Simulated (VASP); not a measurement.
# KBr (Pm-3m) in VASP: further runs

Aim: see how the results for KBr move with the level of theory and the settings. Levels: PBEsol, LDA. Tasks: single point.

Program: VASP 6.6.1. These are calculated values, not measurements. Logs are shortened: lines on timing, memory, paths and dates and some standing lists are left out, and cuts for length are marked.

## (1) The cell of the first run

Symmetry: Pm-3m, No. 221, cubic system. The conventional cell has a = 4.043 Å, b = 4.043 Å, c = 4.043 Å, α = 90.00°, β = 90.00°, γ = 90.00°. Within 4.6 Å of K (site symmetry m-3m) lie 8 Br at 3.50 Å and 6 K at 4.04 Å. Within 4.6 Å of Br (site symmetry m-3m) lie 8 K at 3.50 Å and 6 Br at 4.04 Å.

## (2) Single point, PBEsol

Input file INCAR:

```
PREC = Accurate
ENCUT = 520
EDIFF = 1E-6
ISMEAR = 0
SIGMA = 0.01
LREAL = False
LASPH = True
NELM = 100
ALGO = Normal
ISIF = 2
LWAVE = False
LCHARG = True
GGA = PS
LELF = True
LVHAR = True
NBANDS = 15
```

Input file KPOINTS:

```
regular mesh
0
Gamma
  4 4 4
```

Input file POSCAR:

```
KBr
1.0
    4.0434990000      0.0000000000      0.0000000000
    0.0000000000      4.0434990000      0.0000000000
    0.0000000000      0.0000000000      4.0434990000
K Br
1 1
Direct
    0.0000000000      0.0000000000      0.0000000000
    0.5000000000      0.5000000000      0.5000000000
```

Potentials or basis: VASP PAW PBE potentials, release 64 (K_sv, Br).

Command:

```
cat potpaw_PBE.64/K_sv/POTCAR potpaw_PBE.64/Br/POTCAR > POTCAR
mpirun -np 1 vasp_std > vasp.out
```

OUTCAR:

```text
PREC = Accurate
   ENCUT = 520
   EDIFF = 1E-6
   ISMEAR = 0
   LREAL = False
   LASPH = True
   NELM = 100
   ISIF = 2
   GGA = PS

 ion  position               nearest neighbor table
   1  0.000  0.000  0.000-
   2  0.500  0.500  0.500-

  LATTYP: Found a simple cubic cell.
 ALAT       =     4.0434990000

  Lattice vectors:

 A1 = (   4.0434990000,   0.0000000000,   0.0000000000)
 A2 = (   0.0000000000,   4.0434990000,   0.0000000000)
 A3 = (   0.0000000000,   0.0000000000,   4.0434990000)

Analysis of symmetry for initial positions (statically):
=====================================================================
 Subroutine PRICEL returns:
 Original cell was already a primitive cell.

 Routine SETGRP: Setting up the symmetry group for a
 simple cubic supercell.

 Subroutine GETGRP returns: Found 48 space group operations
 (whereof 48 operations were pure point group operations)
 out of a pool of 48 trial point group operations.

The static configuration has the point symmetry O_h .

Analysis of symmetry for dynamics (positions and initial velocities):
=====================================================================
 Subroutine PRICEL returns:
 Original cell was already a primitive cell.

 Routine SETGRP: Setting up the symmetry group for a
 simple cubic supercell.

 Subroutine GETGRP returns: Found 48 space group operations
 (whereof 48 operations were pure point group operations)
 out of a pool of 48 trial point group operations.

The dynamic configuration has the point symmetry O_h .

 Subroutine INISYM returns: Found 48 space group operations
 (whereof 48 operations are pure point group operations),
 and found     1 'primitive' translations

----------------------------------------------------------------------------------------

                                     Primitive cell

  volume of cell :      66.1107

  direct lattice vectors                    reciprocal lattice vectors
     4.043499000  0.000000000  0.000000000     0.247310559  0.000000000  0.000000000
     0.000000000  4.043499000  0.000000000     0.000000000  0.247310559  0.000000000
     0.000000000  0.000000000  4.043499000     0.000000000  0.000000000  0.247310559

  length of vectors
     4.043499000  4.043499000  4.043499000     0.247310559  0.247310559  0.247310559

  position of ions in fractional coordinates (direct lattice)
     0.000000000  0.000000000  0.000000000
     0.500000000  0.500000000  0.500000000

  ion indices of the primitive-cell ions
   primitive index   ion index
                 1           1
                 2           2

----------------------------------------------------------------------------------------

 KPOINTS: regular mesh

Automatic generation of k-mesh.
 Grid dimensions read from file:
 generate k-points for:    4    4    4

 Generating k-lattice:

  Cartesian coordinates                     Fractional coordinates (reciprocal lattice)
     0.061827640  0.000000000  0.000000000     0.250000000  0.000000000  0.000000000
     0.000000000  0.061827640  0.000000000     0.000000000  0.250000000  0.000000000
     0.000000000  0.000000000  0.061827640     0.000000000  0.000000000  0.250000000

  Length of vectors
     0.061827640  0.061827640  0.061827640

  Shift w.r.t. Gamma in fractional coordinates (k-lattice)
     0.000000000  0.000000000  0.000000000

 Subroutine IBZKPT returns following result:
 ===========================================

 Found     10 irreducible k-points:

 Following reciprocal coordinates:
            Coordinates               Weight
  0.000000  0.000000  0.000000      1.000000
  0.250000  0.000000  0.000000      6.000000
  0.500000  0.000000  0.000000      3.000000
  0.250000  0.250000  0.000000     12.000000
  0.500000  0.250000  0.000000     12.000000
  0.500000  0.500000  0.000000      3.000000
  0.250000  0.250000  0.250000      8.000000
  0.500000  0.250000  0.250000     12.000000
  0.500000  0.500000  0.250000      6.000000
  0.500000  0.500000  0.500000      1.000000
   k-points           NKPTS =     10   k-points in BZ     NKDIM =     10   number of bands    NBANDS=     15
   number of dos      NEDOS =    301   number of ions     NIONS =      2
   total plane-waves  NPLWV =  27000
   dimension x,y,z NGX =    30 NGY =   30 NGZ =   30
   dimension x,y,z NGXF=    60 NGYF=   60 NGZF=   60
   ions per type =               1   1
   NGX,Y,Z   is equivalent  to a cutoff of  12.33, 12.33, 12.33 a.u.
   NGXF,Y,Z  is equivalent  to a cutoff of  24.67, 24.67, 24.67 a.u.
 SYSTEM =  unknown system
   PREC   = accura    normal or accurate (medium, high low for compatibility)
   ISTART =      0    job   : 0-new  1-cont  2-samecut
   ICHARG =      2    charge: 1-file 2-atom 10-const
   ISPIN  =      1    spin polarized calculation?
   LNONCOLLINEAR =      F non collinear calculations
   LSORBIT =      F    spin-orbit coupling
   LASPH  =      T    aspherical Exc in radial PAW
   ENCUT  =  520.0 eV  38.22 Ry    6.18 a.u.   7.52  7.52  7.52*2*pi/ulx,y,z
   NELM   =    100;   NELMIN=  2; NELMDL= -5     # of ELM steps
   EDIFF  = 0.1E-05   stopping-criterion for ELM
   LREAL  =      F    real-space projection
   EDIFFG = 0.1E-04   stopping-criterion for IOM
   NSW    =      0    number of steps for IOM
   IBRION =     -1    ionic relax: 0-MD 1-quasi-New 2-CG
   NFREE  =      0    steps in history (QN), initial steepest desc. (CG)
   ISIF   =      2    stress and relaxation
   ISYM   =      2    0-nonsym 1-usesym 2-fastsym
   POTIM  = 0.5000    time-step for ionic-motion
   TEBEG  =    0.0;   TEEND  =   0.0 temperature during run
   PSTRESS=    0.0 pullay stress
   NELECT =      16.0000    total number of electrons
   NUPDOWN=      -1.0000    fix difference up-down
   EMIN   =  10.00;   EMAX   =-10.00  energy-range for DOS
   EFERMI =   0.00;   METHOD = LEGACY
   ISMEAR =     0;   SIGMA  =   0.01  broadening in eV -4-tet -1-fermi 0-gaus
   EFERMI_NEDOS =   21; number of points for ismear=-14 and -15
   IALGO  =     38    algorithm
   IMIX   =      4    mixing-type and parameters
     AMIX     =   0.40;   BMIX     =  1.00
     AMIX_MAG =   1.60;   BMIX_MAG =  1.00
  volume/ion in A,a.u.               =      33.06       223.07
  Fermi-wavevector in a.u.,A,eV,Ry     =   1.020213  1.927923 14.161412  1.040834
  Thomas-Fermi vector in A             =   2.153770
   LORBIT       =      0    0 simple, 1 ext, 2 COOP (PROOUT), +10 PAW based schemes
   GGA     = PS    functional components
   LHFCALC =     F    Hartree Fock is set to
   AEXX    =    0.0000 exact exchange contribution
   IVDW    =     0    specifies the selected vdW correction
   LEPSILON=     F    determine dielectric tensor
   LRPA    =     F    only Hartree local field effects (RPA)
 non-spin polarized calculation
 Gauss-broadening in eV      SIGMA  =   0.01
  energy-cutoff  :      520.00
  volume of cell :       66.11
 maximum number of plane-waves:      1800
   NGX = 15   NGY = 15   NGZ = 15

 number of electron      15.9999999 magnetization

 Free energy of the ion-electron system (eV)
  ---------------------------------------------------
  ext. energy  EPLUGINS =         0.00000000
  ---------------------------------------------------
  free energy    TOTEN  =        -6.33928852 eV

  energy without entropy =       -6.33928852  energy(sigma->0) =       -6.33928852

 E-fermi :  -0.8039     XC(G=0):  -8.0024

 val. band max:       -0.8485548622   @ k =   0.5000   0.5000   0.0000
 cond. band min:       2.8538297058   @ k =   0.0000   0.0000   0.0000
 fundamental gap:      3.7023845679
 Fermi energy:        -0.8038911565

 k-point     1 :       0.0000    0.0000    0.0000
  band No.  band energies     occupation
      1     -29.3379      2.00000
      2     -13.6433      2.00000
      3     -12.8255      2.00000
      4     -12.8255      2.00000
      5     -12.8255      2.00000
      6      -1.1140      2.00000
      7      -1.1140      2.00000
      8      -1.1140      2.00000
      9       2.8538      0.00000
     10       4.8968      0.00000
     11       4.8968      0.00000
     12       8.8018      0.00000
     13       8.8018      0.00000
     14       8.8018      0.00000
     15      11.4347      0.00000

 k-point     2 :       0.2500    0.0000    0.0000
  band No.  band energies     occupation
      1     -29.3327      2.00000
      2     -13.7179      2.00000
      3     -12.8155      2.00000
      4     -12.8155      2.00000
      5     -12.7411      2.00000
      6      -2.1155      2.00000
      7      -1.0998      2.00000
      8      -1.0998      2.00000
      9       4.0518      0.00000
     10       5.3680      0.00000
     11       6.0086      0.00000
     12       8.6657      0.00000
     13       8.6657      0.00000
     14       9.0429      0.00000
     15       9.6401      0.00000

 k-point     3 :       0.5000    0.0000    0.0000
  band No.  band energies     occupation
      1     -29.3274      2.00000
      2     -13.7896      2.00000
      3     -12.8055      2.00000
      4     -12.8055      2.00000
      5     -12.6550      2.00000
      6      -2.8329      2.00000
      7      -1.0863      2.00000
      8      -1.0863      2.00000
      9       5.4685      0.00000
     10       6.2480      0.00000
     11       6.7115      0.00000
     12       7.9338      0.00000
     13       8.7824      0.00000
     14       8.7824      0.00000
     15       9.3400      0.00000
[... 91 lines left out ...]
 k-point     9 :       0.5000    0.5000    0.2500
  band No.  band energies     occupation
      1     -29.3130      2.00000
      2     -13.3370      2.00000
      3     -12.9546      2.00000
      4     -12.9546      2.00000
      5     -12.8648      2.00000
      6      -2.2742      2.00000
      7      -2.2742      2.00000
      8      -1.6613      2.00000
      9       5.1134      0.00000
     10       6.7302      0.00000
     11       6.7302      0.00000
     12       7.0764      0.00000
     13       8.8794      0.00000
     14       8.8794      0.00000
     15      10.2416      0.00000

 k-point    10 :       0.5000    0.5000    0.5000
  band No.  band energies     occupation
      1     -29.3083      2.00000
      2     -13.2740      2.00000
      3     -12.9377      2.00000
      4     -12.9377      2.00000
      5     -12.9377      2.00000
      6      -2.2923      2.00000
      7      -2.2923      2.00000
      8      -2.2923      2.00000
      9       6.4161      0.00000
     10       6.4161      0.00000
     11       6.4161      0.00000
     12       8.4985      0.00000
     13       8.4985      0.00000
     14       8.4985      0.00000
     15      10.3345      0.00000

------------------------ aborting loop because EDIFF is reached ----------------------------------------

  FORCE on cell =-STRESS in cart. coord.  units (eV):
  Direction    XX          YY          ZZ          XY          YZ          ZX
  --------------------------------------------------------------------------------------
  -------------------------------------------------------------------------------------
  Total       -0.4800714     -0.4800714     -0.4800714     -0.0000000      0.0000000     -0.0000000
  in kB      -11.6344116    -11.6344116    -11.6344116     -0.0000000      0.0000000     -0.0000000
  external PRESSURE =     -11.6344116 kB  Pullay stress =       0.0000000 kB

 VOLUME and BASIS-vectors are now :
 -----------------------------------------------------------------------------
  energy-cutoff  :      520.00
  volume of cell :       66.11
      direct lattice vectors                 reciprocal lattice vectors
     4.043499000  0.000000000  0.000000000     0.247310559  0.000000000  0.000000000
     0.000000000  4.043499000  0.000000000     0.000000000  0.247310559  0.000000000
     0.000000000  0.000000000  4.043499000     0.000000000  0.000000000  0.247310559

 POSITION                                       TOTAL-FORCE (eV/Angst)
 -----------------------------------------------------------------------------------
      0.00000      0.00000      0.00000         0.000000      0.000000      0.000000
      2.02175      2.02175      2.02175         0.000000      0.000000      0.000000
 -----------------------------------------------------------------------------------
    total drift:                                0.000000      0.000000     -0.000000

  FREE ENERGIE OF THE ION-ELECTRON SYSTEM (eV)
  ---------------------------------------------------
  free  energy   TOTEN  =        -6.3392885162 eV

  energy  without entropy=       -6.3392885162  energy(sigma->0) =       -6.33928852
```

Wall time 12 s (1 thread of Intel Xeon 6975P-C, shared host); peak memory 0.16 GiB.

Results:

```yaml
Free_energy: -6.3393 eV
Pressure: -1.2 GPa
Band_gap_on_the_k_mesh: 3.70 eV, indirect (least direct gap 3.97 eV)
```

Levels at points of the mesh, in eV from the valence-band top:
| k point | band 6 | band 7 | band 8 | band 9 | band 10 | band 11 |
| --- | --- | --- | --- | --- | --- | --- |
| (0.00, 0.00, 0.00) | -0.27 | -0.27 | -0.27 | 3.70 | 5.75 | 5.75 |
| (0.50, 0.00, 0.00) | -1.98 | -0.24 | -0.24 | 6.32 | 7.10 | 7.56 |
| (0.50, 0.50, 0.00) | -1.41 | -1.41 | 0.00 | 5.10 | 6.39 | 8.00 |
| (0.50, 0.50, 0.50) | -1.44 | -1.44 | -1.44 | 7.26 | 7.26 | 7.26 |

Caveat: the PAW data sets were made with another functional, which shifts forces and pressure a little. PBEsol gaps usually lie below the measured ones, often by a third to a half.

## (3) Single point, LDA

Input file INCAR:

```
SYSTEM = KBr
PREC     = Accurate       ! precision mode
ENCUT    = 520            ! plane-wave cutoff, eV
EDIFF    = 1E-6           ! SCF threshold, eV
ISMEAR   = 0              ! smearing method
SIGMA    = 0.01           ! smearing width, eV
LREAL    = .False.        ! projectors in reciprocal space
LASPH    = .True.         ! aspherical terms in the spheres
NELM     = 100            ! most SCF steps
ALGO     = Normal         ! electronic algorithm
ISIF     = 2              ! what is computed and relaxed
LWAVE    = .False.        ! write WAVECAR
LCHARG   = .False.        ! write CHGCAR
GGA      = CA             ! functional
NBANDS   = 15             ! bands
```

Input file KPOINTS:

```
regular mesh
0
Gamma
  4 4 4
  0 0 0
```

POSCAR is that of step 2.

Potentials or basis: VASP PAW LDA potentials, release 64 (K_sv, Br).

Command:

```
cat potpaw_LDA.64/K_sv/POTCAR potpaw_LDA.64/Br/POTCAR > POTCAR
mpirun -np 1 vasp_std > vasp.out
```

Run time: 7 s. Hardware: 1 thread of Intel Xeon 6975P-C, shared host; peak memory 0.15 GiB.

The run converged. Its results:

- Free energy: -6.6797 eV
- Pressure: -2.6 GPa
- Band gap on the k mesh: 3.48 eV, indirect (least direct gap 3.75 eV)

Levels at points of the mesh, in eV from the valence-band top:
```csv
k point,band 6,band 7,band 8,band 9,band 10,band 11
"(0.00, 0.00, 0.00)",-0.27,-0.27,-0.27,3.48,5.57,5.57
"(0.50, 0.00, 0.00)",-2.03,-0.24,-0.24,6.14,6.89,7.35
"(0.50, 0.50, 0.00)",-1.42,-1.42,0.00,4.90,6.23,7.84
"(0.50, 0.50, 0.50)",-1.47,-1.47,-1.47,7.10,7.10,7.10
```
